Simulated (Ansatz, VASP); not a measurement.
LiMo2 in VASP and in Ansatz

```
CELL_PARAMETERS angstrom
-1.65093 1.65093 4.02265
1.65093 -1.65093 4.02265
1.65093 1.65093 -4.02265
ATOMIC_POSITIONS crystal
Li 0.00000 0.00000 0.00000
Mo 0.66970 0.66970 0.00000
Mo 0.33030 0.33030 0.00000
```

Change from the starting cell: species swapped into the TiPd2 type (I4/mmm, No. 139).

Alike in both runs: functional PBE; k mesh 20 × 20 × 20; occupations gaussian, width 0.1 eV; no spin polarisation.

Ansatz relaxed the structure, and its values are those at the end. VASP's run is a single point on that final structure, the one shown.

|  | VASP | Ansatz |
| --- | --- | --- |
| version | VASP 6.6.1 | Ansatz 0.2.0 |
| potentials or method | VASP PAW PBE potentials, release 64 (Li_sv, Mo_sv), cutoff 520 eV | scalar-relativistic, plane waves, PAW |
| valence electrons in the cell | 31 | 31 |

Ansatz gave:

* gap on the k mesh at the Fermi level (eV): none
* rms of the force components (eV/Å): 0.002

**Question.** Estimate VASP's values.

**Answer.** gap on the k mesh at the Fermi level (eV): none; rms of the force components (eV/Å): 0.008.

A gap of «none» marks a metal or a gap that the smearing closes.

Noted on VASP's run: the cutoff is short for stress, so the pressure is rough.
